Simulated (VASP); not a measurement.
# AlGa3N4 (Pm) in VASP: a series of runs, part 2 of 2

VASP 6.6.1. Earlier steps stand in the parts before.

**3. Single point, r2SCAN (biaxial strain in the a-b plane: +1.5 %)**

POSCAR reads:

```
AlGa3N4
1.0
    5.2160040060      0.0000000000      0.0000000000
    0.0000000000      3.2108655208      0.0000000000
   -0.0037311992      0.0000000000      5.4277016384
Al Ga N
1 3 4
Direct
    0.0005828850      0.5000000000      0.6672982357
    0.4991712870      0.5000000000      0.3350606987
    0.4992511913      0.0000000000      0.8314570701
    0.9998609987      0.0000000000      0.1661913855
    0.1194130445      0.5000000000      0.3406010345
    0.1173310423      0.0000000000      0.8259310375
    0.6202395500      0.0000000000      0.1661937137
    0.6317500111      0.5000000000      0.6672678244
```

INCAR.step1 reads:

```
SYSTEM = AlGa3N4
ALGO = Normal
EDIFF = 1E-4
ENCUT = 520
GGA = PE
ISMEAR = 0
LASPH = .True.
LCHARG = .False.
LREAL = .False.
LWAVE = .True.
NBANDS = 41
NELM = 100
PREC = Accurate
SIGMA = 0.02
```

INCAR.step2 reads:

```
SYSTEM = AlGa3N4
ALGO = Normal
EDIFF = 1E-6
ENCUT = 520
ISIF = 2
ISMEAR = 0
ISTART = 1
LASPH = .True.
LCHARG = .False.
LMIXTAU = .True.
LREAL = .False.
LWAVE = .False.
METAGGA = R2SCAN
NBANDS = 41
NELM = 100
PREC = Accurate
SIGMA = 0.02
```

KPOINTS reads:

```
k-points
0
Gamma
  6 8 4
  0 0 0
```

Potentials or basis: VASP PAW PBE potentials, release 64 (Al, Ga_d, N).

Command:

```console
cat potpaw_PBE.64/Al/POTCAR potpaw_PBE.64/Ga_d/POTCAR potpaw_PBE.64/N/POTCAR > POTCAR
cp INCAR.step1 INCAR
mpirun -np 1 vasp_std > vasp.out
cp INCAR.step2 INCAR
mpirun -np 1 vasp_std > vasp.out
```

OUTCAR:

```text
SYSTEM = AlGa3N4
   EDIFF = 1E-6
   ENCUT = 520
   ISIF = 2
   ISMEAR = 0
   ISTART = 1
   LASPH = .True.
   LREAL = .False.
   METAGGA = R2SCAN
   NELM = 100
   PREC = Accurate

 ion  position               nearest neighbor table
   1  0.001  0.500  0.667-   5 1.88   6 1.92   6 1.92   8 1.92
   2  0.499  0.500  0.335-   8 1.93   7 1.95   7 1.95   5 1.98
   3  0.499  0.000  0.831-   7 1.92   8 1.96   8 1.96   6 1.99
   4  1.000  0.000  0.166-   6 1.95   5 1.97   5 1.97   7 1.98
   5  0.119  0.500  0.341-   1 1.88   4 1.97   4 1.97   2 1.98
   6  0.117  0.000  0.826-   1 1.92   1 1.92   4 1.95   3 1.99
   7  0.620  0.000  0.166-   3 1.92   2 1.95   2 1.95   4 1.98
   8  0.632  0.500  0.667-   1 1.92   2 1.93   3 1.96   3 1.96

  LATTYP: Found a simple monoclinic cell.
 ALAT       =     5.2160040060
 B/A-ratio  =     0.6155795734
 C/A-ratio  =     1.0405864172
 COS(beta)  =    -0.0006874362

  Lattice vectors:

 A1 = (   5.2160040060,   0.0000000000,   0.0000000000)
 A2 = (   0.0000000000,   3.2108655208,   0.0000000000)
 A3 = (  -0.0037311992,   0.0000000000,   5.4277016384)

Analysis of symmetry for initial positions (statically):
=====================================================================
 Subroutine PRICEL returns:
 Original cell was already a primitive cell.

 Routine SETGRP: Setting up the symmetry group for a
 simple monoclinic supercell.

 Subroutine GETGRP returns: Found  2 space group operations
 (whereof  2 operations were pure point group operations)
 out of a pool of  4 trial point group operations.

The static configuration has the point symmetry C_1h.

Analysis of symmetry for dynamics (positions and initial velocities):
=====================================================================
 Subroutine PRICEL returns:
 Original cell was already a primitive cell.

 Routine SETGRP: Setting up the symmetry group for a
 simple monoclinic supercell.

[... 139 lines left out ...]
  Thomas-Fermi vector in A             =   2.559729
   LORBIT       =      0    0 simple, 1 ext, 2 COOP (PROOUT), +10 PAW based schemes
   METAGGA = R2SCAN    functional components
   LHFCALC =     F    Hartree Fock is set to
   AEXX    =    0.0000 exact exchange contribution
   IVDW    =     0    specifies the selected vdW correction
   LEPSILON=     F    determine dielectric tensor
   LRPA    =     F    only Hartree local field effects (RPA)
 non-spin polarized calculation
 Gauss-broadening in eV      SIGMA  =   0.02
  energy-cutoff  :      520.00
  volume of cell :       90.90
 maximum number of plane-waves:      2488
   NGX = 19   NGY = 11   NGZ = 21

 number of electron      61.9999994 magnetization

 Free energy of the ion-electron system (eV)
  ---------------------------------------------------
  ext. energy  EPLUGINS =         0.00000000
  ---------------------------------------------------
  free energy    TOTEN  =       -84.87823202 eV

  energy without entropy =      -84.87823202  energy(sigma->0) =      -84.87823202

 E-fermi :   5.2407     XC(G=0): -12.2581

 val. band max:        5.1222087444   @ k =   0.0000   0.0000   0.0000
 cond. band min:       7.7992285843   @ k =   0.0000   0.0000   0.0000
 fundamental gap:      2.6770198399
 Fermi energy:         5.2407363888

 k-point     1 :       0.0000    0.0000    0.0000
  band No.  band energies     occupation
      1     -11.3784      2.00000
      2     -10.4254      2.00000
      3     -10.2182      2.00000
      4      -9.9437      2.00000
      5      -8.5570      2.00000
      6      -8.5464      2.00000
[... 1045 lines left out ...]
     40      15.8466      0.00000
     41      16.1702      0.00000

 [... further k-points ...]

------------------------ aborting loop because EDIFF is reached ----------------------------------------

  FORCE on cell =-STRESS in cart. coord.  units (eV):
  Direction    XX          YY          ZZ          XY          YZ          ZX
  --------------------------------------------------------------------------------------
  -------------------------------------------------------------------------------------
  Total       -3.5410097     -3.1431509      1.2680602      0.0000000      0.0000000      0.0262405
  in kB      -62.4110804    -55.3987309     22.3498425      0.0000000      0.0000000      0.4624948
  external PRESSURE =     -31.8199896 kB  Pullay stress =       0.0000000 kB

 VOLUME and BASIS-vectors are now :
 -----------------------------------------------------------------------------
  energy-cutoff  :      520.00
  volume of cell :       90.90
      direct lattice vectors                 reciprocal lattice vectors
     5.216004006  0.000000000  0.000000000     0.191717644  0.000000000  0.000131794
     0.000000000  3.210865521  0.000000000     0.000000000  0.311442505  0.000000000
    -0.003731199  0.000000000  5.427701638     0.000000000  0.000000000  0.184240046

 POSITION                                       TOTAL-FORCE (eV/Angst)
 -----------------------------------------------------------------------------------
      0.00055      1.60543      3.62190        -0.125783      0.000000      0.176570
      2.60243      1.60543      1.81861        -0.129407      0.000000     -0.212118
      2.60099      0.00000      4.51290        -0.111416      0.000000     -0.204353
      5.21466      0.00000      0.90204        -0.121302      0.000000      0.208279
      0.62159      1.60543      1.84868         0.110307      0.000000     -0.162676
      0.60892      0.00000      4.48291         0.049829      0.000000     -0.286279
      3.23455      0.00000      0.90205         0.116506      0.000000      0.252661
      3.29272      1.60543      3.62173         0.211265      0.000000      0.227916
 -----------------------------------------------------------------------------------
    total drift:                               -0.080000      0.000000      0.002915

  FREE ENERGIE OF THE ION-ELECTRON SYSTEM (eV)
  ---------------------------------------------------
  free  energy   TOTEN  =       -84.8782320156 eV

  energy  without entropy=      -84.8782320156  energy(sigma->0) =      -84.87823202
```

OSZICAR.step1:

```text
N       E                     dE             d eps       ncg     rms          rms(c)
DAV:   1     0.636195452292E+03    0.63620E+03   -0.27998E+04  6320   0.258E+03
DAV:   2     0.554155119809E+02   -0.58078E+03   -0.54129E+03  6204   0.640E+02
DAV:   3    -0.519207180643E+02   -0.10734E+03   -0.10409E+03  6543   0.194E+02
DAV:   4    -0.595452497162E+02   -0.76245E+01   -0.75499E+01  7867   0.548E+01
DAV:   5    -0.597436546917E+02   -0.19840E+00   -0.19806E+00  6989   0.867E+00    0.158E+01
DAV:   6    -0.510280093812E+02    0.87156E+01   -0.25517E+01 10371   0.572E+01    0.451E+00
DAV:   7    -0.513447004582E+02   -0.31669E+00   -0.42754E+00  6693   0.117E+01    0.397E+00
DAV:   8    -0.513321990122E+02    0.12501E-01   -0.46690E-01  8423   0.863E+00    0.103E+00
DAV:   9    -0.513013386509E+02    0.30860E-01   -0.13657E-01  9304   0.579E+00    0.494E-01
DAV:  10    -0.513020948560E+02   -0.75621E-03   -0.18011E-02  6857   0.981E-01    0.216E-01
DAV:  11    -0.513023453851E+02   -0.25053E-03   -0.19769E-03  8517   0.876E-01    0.417E-02
DAV:  12    -0.513023936873E+02   -0.48302E-04   -0.34196E-04  6343   0.433E-01
   1 F= -.51302394E+02 E0= -.51302394E+02  d E =-.464876E-14
```

Wall time 19 min (1 thread of Oxide Virtual Turin-like, shared host); peak memory 0.31 GiB.

Results:

| Item | Value |
| --- | --- |
| Free energy | -84.8782 eV |
| Pressure | -3.2 GPa |
| Largest force | 0.311 eV/Å |
| Band gap on the k mesh | 2.68 eV |

Forces in eV/Å, atoms in the order of the input:
```
Al  -0.126  0.000  0.177
Ga  -0.129  0.000 -0.212
Ga  -0.111  0.000 -0.204
Ga  -0.121  0.000  0.208
N    0.110  0.000 -0.163
N    0.050  0.000 -0.286
N    0.117  0.000  0.253
N    0.211  0.000  0.228
```

Stress tensor (GPa, compression positive):
```
-6.24  0.00  0.05
 0.00 -5.54  0.00
 0.05  0.00  2.23
```

Caveat: the cell differs from its parent crystal (biaxial strain in the a-b plane: +1.5 %); the stress differs along the axes, from -6 to 2 GPa; the PAW data sets were made with another functional, which shifts forces and pressure a little.

**4. Single point, r2SCAN (biaxial strain in the a-b plane: +3.0 %, then relaxed in part)**

POSCAR reads:

```
AlGa3N4
1.0
    5.2930876936      0.0000000000     -0.0011053244
    0.0000000000      3.2583167354      0.0000000000
   -0.0049094813      0.0000000000      5.3820634891
Al Ga N
1 3 4
Direct
   -0.0007605940      0.5000000000      0.6680809389
    0.4975917615      0.5000000000      0.3337317277
    0.4979696719      0.0000000000      0.8301622841
    0.9980914033      0.0000000000      0.1676075435
    0.1211570619      0.5000000000      0.3363150269
    0.1185235490      0.0000000000      0.8215653469
    0.6216211777      0.0000000000      0.1709052192
    0.6334059786      0.5000000000      0.6716329132
```

INCAR.step1 reads:

```
PREC = Accurate
ENCUT = 520
ISMEAR = 0
SIGMA = 0.02
LREAL = False
LASPH = True
NELM = 80
NBANDS = 41
GGA = PE
ALGO = Normal
EDIFF = 1E-4
LWAVE = True
LCHARG = False
```

INCAR.step2 reads:

```
PREC = Accurate
ENCUT = 520
EDIFF = 1E-7
ISMEAR = 0
SIGMA = 0.02
LREAL = False
LASPH = True
NELM = 80
ALGO = Normal
ISIF = 2
LWAVE = False
LCHARG = False
METAGGA = R2SCAN
LMIXTAU = True
NBANDS = 41
ISTART = 1
```

KPOINTS reads:

```
regular mesh
0
Gamma
  6 8 4
```

Command:

```console
cat potpaw_PBE.64/Al/POTCAR potpaw_PBE.64/Ga_d/POTCAR potpaw_PBE.64/N/POTCAR > POTCAR
cp INCAR.step1 INCAR
mpirun -np 1 vasp_std > vasp.out
cp INCAR.step2 INCAR
mpirun -np 1 vasp_std > vasp.out
```

Wall time 28 min (1 thread of Oxide Virtual Turin-like, shared host); peak memory 0.31 GiB.

Results (log left out):

```
Free energy            : -84.7493 eV
Pressure               : -7.0 GPa
Largest force          : 0.087 eV/Å
Band gap on the k mesh : 2.37 eV
```

Forces on the atoms (eV/Å):
```
Al  -0.004  0.000  0.001
Ga  -0.010  0.000  0.002
Ga  -0.021  0.000 -0.007
Ga  -0.015  0.000 -0.007
N   -0.017  0.000  0.061
N   -0.030  0.000 -0.069
N    0.011  0.000  0.008
N    0.086  0.000  0.011
```

Stress tensor (GPa, compression positive):
```
-11.90   0.00   0.02
  0.00  -9.92   0.00
  0.02   0.00   0.71
```

Levels at points of the mesh, in eV from the valence-band top:
```csv
k point,band 27,band 28,band 29,band 30,band 31,band 32,band 33,band 34,band 35,band 36
"(0.00, 0.00, 0.00)",-1.12,-0.88,-0.32,-0.23,0.00,2.37,4.92,5.25,5.66,6.52
"(0.50, 0.00, 0.00)",-1.85,-0.89,-0.63,-0.57,-0.26,4.55,4.61,4.75,5.30,7.78
"(0.00, 0.50, 0.00)",-3.53,-2.14,-2.12,-1.97,-1.87,5.94,5.97,6.95,7.24,8.46
"(0.50, 0.50, 0.00)",-3.18,-1.92,-1.68,-1.67,-1.64,5.86,6.09,6.18,6.61,8.13
"(0.00, 0.00, 0.50)",-2.08,-0.92,-0.91,-0.67,-0.65,4.57,4.75,6.18,6.64,7.72
"(0.50, 0.00, 0.50)",-1.97,-1.86,-1.44,-1.43,-1.38,5.44,5.48,5.62,6.07,7.78
"(0.00, 0.50, 0.50)",-2.39,-2.29,-2.26,-0.97,-0.83,5.67,5.79,6.06,6.10,6.24
"(0.50, 0.50, 0.50)",-1.88,-1.87,-1.67,-1.64,-1.63,4.63,4.68,4.75,5.22,7.61
```

Caveat: the cell differs from its parent crystal (biaxial strain in the a-b plane: +3.0 %, then relaxed in part); the stress differs along the axes, from -12 to 1 GPa; the PAW data sets were made with another functional, which shifts forces and pressure a little.

**5. The runs side by side**

```tsv
cell	gap on the mesh (eV)	pressure (GPa)	largest force (eV/Å)
a = 5.216, b = 3.211, c = 5.428 Å, angles 90.0, 90.1, 90.0°, 8 atoms, atomic positions A	2.65	-3.3	0.09
a = 5.216, b = 3.211, c = 5.428 Å, 8 atoms, atomic positions B	2.68	-3.2	0.31
a = 5.293, b = 3.258, c = 5.382 Å, angles 90.0, 90.1, 90.0°, 8 atoms, atomic positions C	2.37	-7.0	0.09
```

Alike in all rows: task single point; level r2SCAN; potentials or basis VASP PAW PBE potentials, release 64 (Al, Ga_d, N); no spin polarisation; k mesh 6 × 8 × 4; cutoff (eV) 520; smearing gaussian 0.02 eV.

Caveats: the PAW data sets were made with another functional, which shifts forces and pressure a little; the stress differs along the axes, from -6 to 1 GPa (at least some runs); the stress differs along the axes, from -6 to 2 GPa (at least some runs); the stress differs along the axes, from -12 to 1 GPa (at least some runs).

Total energies depend on the potentials used, so only differences within one code and one set of settings carry meaning.
